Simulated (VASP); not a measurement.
Write the native input for VASP 6.6.1 that does the following.

- Task: single point
- Functional: PBEsol
- Potentials or basis: VASP PAW PBE potentials, release 64 (Cl, K_sv)
- Cutoff: 500 eV
- k mesh: 1 × 1 × 1, shifted
- Occupations: fermi-dirac, width 0.05 eV
- Spin: no spin polarisation
- Dipole correction: no
- Further INCAR settings: LREAL = Auto; ALGO = Normal; EDIFF = 1e-06; NBANDS = 294; ISYM = -1

The structure of KCl lies in POSCAR:

```
KCl
1.0
   12.4872680000      0.0000000000      0.0000000000
    0.0000000000     12.4872680000      0.0000000000
    0.0000000000      0.0000000000     12.4872680000
Cl K
32 32
Direct
    0.2500000000      0.0000000000      0.0000000000
    0.2500000000      0.0000000000      0.5000000000
    0.2500000000      0.5000000000      0.0000000000
    0.2500000000      0.5000000000      0.5000000000
    0.7500000000      0.0000000000      0.0000000000
    0.7500000000      0.0000000000      0.5000000000
    0.7500000000      0.5000000000      0.0000000000
    0.7500000000      0.5000000000      0.5000000000
    0.0000000000      0.2500000000      0.0000000000
    0.0000000000      0.2500000000      0.5000000000
    0.0000000000      0.7500000000      0.0000000000
    0.0000000000      0.7500000000      0.5000000000
    0.5000000000      0.2500000000      0.0000000000
    0.5000000000      0.2500000000      0.5000000000
    0.5000000000      0.7500000000      0.0000000000
    0.5000000000      0.7500000000      0.5000000000
    0.0000000000      0.0000000000      0.2500000000
    0.0000000000      0.0000000000      0.7500000000
    0.0000000000      0.5000000000      0.2500000000
    0.0000000000      0.5000000000      0.7500000000
    0.5000000000      0.0000000000      0.2500000000
    0.5000000000      0.0000000000      0.7500000000
    0.5000000000      0.5000000000      0.2500000000
    0.5000000000      0.5000000000      0.7500000000
    0.2500000000      0.2500000000      0.2500000000
    0.2500000000      0.2500000000      0.7500000000
    0.2500000000      0.7500000000      0.2500000000
    0.2500000000      0.7500000000      0.7500000000
    0.7500000000      0.2500000000      0.2500000000
    0.7500000000      0.2500000000      0.7500000000
    0.7500000000      0.7500000000      0.2500000000
    0.7500000000      0.7500000000      0.7500000000
    0.0000000000      0.0000000000      0.0000000000
    0.0000000000      0.0000000000      0.5000000000
    0.0000000000      0.5000000000      0.0000000000
    0.0000000000      0.5000000000      0.5000000000
    0.5000000000      0.0000000000      0.0000000000
    0.5000000000      0.0000000000      0.5000000000
    0.5000000000      0.5000000000      0.0000000000
    0.5000000000      0.5000000000      0.5000000000
    0.2500000000      0.2500000000      0.0000000000
    0.2500000000      0.2500000000      0.5000000000
    0.2500000000      0.7500000000      0.0000000000
    0.2500000000      0.7500000000      0.5000000000
    0.7500000000      0.2500000000      0.0000000000
    0.7500000000      0.2500000000      0.5000000000
    0.7500000000      0.7500000000      0.0000000000
    0.7500000000      0.7500000000      0.5000000000
    0.2500000000      0.0000000000      0.2500000000
    0.2500000000      0.0000000000      0.7500000000
    0.2500000000      0.5000000000      0.2500000000
    0.2500000000      0.5000000000      0.7500000000
    0.7500000000      0.0000000000      0.2500000000
    0.7500000000      0.0000000000      0.7500000000
    0.7500000000      0.5000000000      0.2500000000
    0.7500000000      0.5000000000      0.7500000000
    0.0000000000      0.2500000000      0.2500000000
    0.0000000000      0.2500000000      0.7500000000
    0.0000000000      0.7500000000      0.2500000000
    0.0000000000      0.7500000000      0.7500000000
    0.5000000000      0.2500000000      0.2500000000
    0.5000000000      0.2500000000      0.7500000000
    0.5000000000      0.7500000000      0.2500000000
    0.5000000000      0.7500000000      0.7500000000
```

The input as run:

INCAR

```
SYSTEM = KCl
PREC     = Accurate       ! precision mode
ENCUT    = 500            ! plane-wave cutoff, eV
EDIFF    = 1E-6           ! SCF threshold, eV
ISMEAR   = -1             ! smearing method
SIGMA    = 0.05           ! smearing width, eV
LREAL    = Auto         
LASPH    = .True.         ! aspherical terms in the spheres
NELM     = 120            ! most SCF steps
ALGO     = Normal         ! electronic algorithm
ISIF     = 2              ! what is computed and relaxed
LWAVE    = .False.        ! write WAVECAR
LCHARG   = .False.        ! write CHGCAR
GGA      = PS             ! functional
ISYM     = -1           
NBANDS   = 294            ! bands
GGA_COMPAT= .False.
```

KPOINTS

```
explicit points
1
Reciprocal
  0.25000000   0.25000000   0.25000000 1
```

Potentials or basis: VASP PAW PBE potentials, release 64 (Cl, K_sv).

Command:

```console
$ cat potpaw_PBE.64/Cl/POTCAR potpaw_PBE.64/K_sv/POTCAR > POTCAR
$ mpirun -np 1 vasp_std > vasp.out
```

Results of the run:

```json
{
  "Pressure": "0.0 GPa",
  "Band gap on the k mesh": "5.54 eV"
}
```

Caveat: the PAW data sets were made with another functional, which shifts forces and pressure a little; a shifted mesh leaves out Γ, where band edges can lie.

Run time: 20 min on 1 thread of Intel(R) Xeon(R) Platinum 8259CL CPU @ 2.50GHz (Skylake/Cascade Lake), with other jobs on the host, peak memory 1.7 GiB.
